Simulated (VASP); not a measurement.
# KF (F-43m) in VASP: a series of runs, part 2 of 2

VASP 6.6.1.

**4. Single point, PBE-based screened hybrid**

POSCAR

```
KF
1.0
    0.0000000000      2.9354014290      2.9354014290
    2.9354014290      0.0000000000      2.9354014290
    2.9354014290      2.9354014290      0.0000000000
K F
1 1
Direct
    0.0000000000      0.0000000000      0.0000000000
    0.2500000000      0.2500000000      0.2500000000
```

INCAR.step1

```
  PREC = Accurate
  ENCUT = 520
  EDIFF = 1E-5
  ISMEAR = 0
  SIGMA = 0.01
  LREAL = False
  LASPH = True
  NELM = 60
  ALGO = Normal
  ISIF = 2
  LWAVE = True
  GGA = PE
  NBANDS = 15
```

INCAR.step2

```
  PREC = Accurate
  ENCUT = 520
  EDIFF = 1E-6
  ISMEAR = 0
  SIGMA = 0.01
  LREAL = False
  LASPH = True
  NELM = 60
  ALGO = Normal
  ISIF = 2
  LWAVE = False
  LCHARG = True
  GGA = PE
  LHFCALC = True
  AEXX = 0.1
  HFSCREEN = 0.5
  PRECFOCK = Normal
  LELF = True
  LVHAR = True
  ISTART = 1
  NBANDS = 15
```

KPOINTS

```
Automatic mesh
0
Gamma
  4 4 4
```

Potentials or basis: VASP PAW PBE potentials, release 64 (K_sv, F).

Command:

```
cat potpaw_PBE.64/K_sv/POTCAR potpaw_PBE.64/F/POTCAR > POTCAR
cp INCAR.step1 INCAR
mpirun -np 1 vasp_std > vasp.out
cp INCAR.step2 INCAR
mpirun -np 1 vasp_std > vasp.out
```

OUTCAR:

```text
PREC = Accurate
   ENCUT = 520
   EDIFF = 1E-6
   ISMEAR = 0
   LREAL = False
   LASPH = True
   NELM = 60
   ISIF = 2
   GGA = PE
   LHFCALC = True
   AEXX = 0.1
   HFSCREEN = 0.5
   PRECFOCK = Normal
   ISTART = 1

 ion  position               nearest neighbor table
   1  0.000  0.000  0.000-   2 2.54   2 2.54   2 2.54   2 2.54
   2  0.250  0.250  0.250-   1 2.54   1 2.54   1 2.54   1 2.54

  LATTYP: Found a face centered cubic cell.
 ALAT       =     5.8708028580

  Lattice vectors:

 A1 = (   0.0000000000,   2.9354014290,   2.9354014290)
 A2 = (   2.9354014290,   0.0000000000,   2.9354014290)
 A3 = (   2.9354014290,   2.9354014290,   0.0000000000)

Analysis of symmetry for initial positions (statically):
=====================================================================
 Subroutine PRICEL returns:
 Original cell was already a primitive cell.

 Routine SETGRP: Setting up the symmetry group for a
 face centered cubic supercell.

 Subroutine GETGRP returns: Found 24 space group operations
 (whereof 24 operations were pure point group operations)
[... 167 lines left out ...]
      3     -13.7211      2.00000
      4     -13.7211      2.00000
      5     -13.7211      2.00000
      6      -4.2758      2.00000
      7      -4.2758      2.00000
      8      -4.2758      2.00000
      9       1.5447      0.00000
     10       8.2972      0.00000
     11       8.2972      0.00000
     12       8.4268      0.00000
     13       8.4268      0.00000
     14       8.4268      0.00000
[... 113 lines left out ...]
      2     -23.2846      2.00000
      3     -13.9140      2.00000
      4     -13.8518      2.00000
      5     -13.6747      2.00000
      6      -4.3305      2.00000
      7      -4.2323      2.00000
      8      -4.0659      2.00000
      9       4.6922      0.00000
     10       5.0781      0.00000
     11       7.9648      0.00000
     12       8.5925      0.00000
     13       9.7276      0.00000
     14      10.1232      0.00000
     15      10.2960      0.00000

------------------------ aborting loop because EDIFF is reached ----------------------------------------

  FORCE on cell =-STRESS in cart. coord.  units (eV):
  Direction    XX          YY          ZZ          XY          YZ          ZX
  --------------------------------------------------------------------------------------
  -------------------------------------------------------------------------------------
  Total        0.2433449      0.2433449      0.2433449     -0.0000000      0.0000000     -0.0000000
  in kB        7.7072658      7.7072658      7.7072658     -0.0000000      0.0000000     -0.0000000
  external PRESSURE =       7.7072658 kB  Pullay stress =       0.0000000 kB

 VOLUME and BASIS-vectors are now :
 -----------------------------------------------------------------------------
  energy-cutoff  :      520.00
  volume of cell :       50.59
      direct lattice vectors                 reciprocal lattice vectors
     0.000000000  2.935401429  2.935401429    -0.170334454  0.170334454  0.170334454
     2.935401429  0.000000000  2.935401429     0.170334454 -0.170334454  0.170334454
     2.935401429  2.935401429  0.000000000     0.170334454  0.170334454 -0.170334454

 POSITION                                       TOTAL-FORCE (eV/Angst)
 -----------------------------------------------------------------------------------
      0.00000      0.00000      0.00000         0.000000      0.000000      0.000000
      1.46770      1.46770      1.46770        -0.000000     -0.000000     -0.000000
 -----------------------------------------------------------------------------------
    total drift:                               -0.000000     -0.000001     -0.000001

  FREE ENERGIE OF THE ION-ELECTRON SYSTEM (eV)
  ---------------------------------------------------
  free  energy   TOTEN  =        -8.5696852759 eV

  energy  without entropy=       -8.5696852759  energy(sigma->0) =       -8.56968528
```

OSZICAR.step1:

```text
N       E                     dE             d eps       ncg     rms          rms(c)
DAV:   1     0.111976243485E+03    0.11198E+03   -0.77380E+03   240   0.993E+02
DAV:   2    -0.444287756358E+01   -0.11642E+03   -0.10813E+03   324   0.270E+02
DAV:   3    -0.952132871731E+01   -0.50785E+01   -0.50646E+01   310   0.526E+01
DAV:   4    -0.969578041239E+01   -0.17445E+00   -0.17443E+00   338   0.834E+00
DAV:   5    -0.969794983319E+01   -0.21694E-02   -0.21692E-02   346   0.863E-01    0.685E+00
DAV:   6    -0.816217874349E+01    0.15358E+01   -0.46611E+00   268   0.160E+01    0.390E+00
DAV:   7    -0.811768706286E+01    0.44492E-01   -0.12390E-01   263   0.255E+00    0.231E+00
DAV:   8    -0.811573708510E+01    0.19500E-02   -0.78365E-02   261   0.261E+00    0.318E-01
DAV:   9    -0.811924211617E+01   -0.35050E-02   -0.80007E-03   308   0.563E-01    0.146E-01
DAV:  10    -0.812128442140E+01   -0.20423E-02   -0.20793E-03   247   0.386E-01    0.558E-02
DAV:  11    -0.812123435319E+01    0.50068E-04   -0.13349E-04   324   0.940E-02    0.191E-02
DAV:  12    -0.812124387527E+01   -0.95221E-05   -0.24316E-05   261   0.392E-02
   1 F= -.81212439E+01 E0= -.81212439E+01  d E =-.811575E-74
```

Run time: 4.1 min. Hardware: 1 thread of Oxide Virtual Turin-like, shared host; peak memory 0.25 GiB.

What came out:

```yaml
Free_energy: -8.5697 eV
Pressure: 0.8 GPa
Band_gap_on_the_k_mesh: 5.61 eV, indirect (least direct gap 5.82 eV)
```

Levels at points of the mesh, in eV from the valence-band top:
| k point | band 4 | band 5 | band 6 | band 7 | band 8 | band 9 | band 10 | band 11 | band 12 | band 13 |
| --- | --- | --- | --- | --- | --- | --- | --- | --- | --- | --- |
| (0.00, 0.00, 0.00) | -9.66 | -9.66 | -0.21 | -0.21 | -0.21 | 5.61 | 12.36 | 12.36 | 12.49 | 12.49 |
| (0.50, 0.00, 0.00) | -9.70 | -9.70 | -0.27 | -0.12 | -0.12 | 8.47 | 9.69 | 11.46 | 11.46 | 13.63 |
| (0.50, 0.50, 0.00) | -9.78 | -9.68 | -0.45 | 0.00 | 0.00 | 8.73 | 8.86 | 12.89 | 13.56 | 13.61 |

Caveat: the k points lie up to 0.46 Å⁻¹ apart; the PAW data sets were made with another functional, which shifts forces and pressure a little.

**5. Summary**

| level | share of exact exchange | screening parameter | gap on the mesh (eV) | pressure (GPa) |
| --- | --- | --- | --- | --- |
| PBE-based screened hybrid | 0.75 | 0.2078 1/Å | 11.04 | -0.4 |
| PBE-based global hybrid | 0.1 | - | 6.21 | 0.8 |
| PBE-based screened hybrid | 0.1 | 0.5 1/Å | 5.61 | 0.8 |

Alike in all rows: task single point; potentials or basis VASP PAW PBE potentials, release 64 (K_sv, F); no spin polarisation; cell as given; k mesh 4 × 4 × 4; cutoff (eV) 520; smearing gaussian 0.01 eV.

Caveats: all runs use coarse meshes; the PAW data sets were made with another functional, which shifts forces and pressure a little.

Total energies depend on the potentials used, so only differences within one code and one set of settings carry meaning.
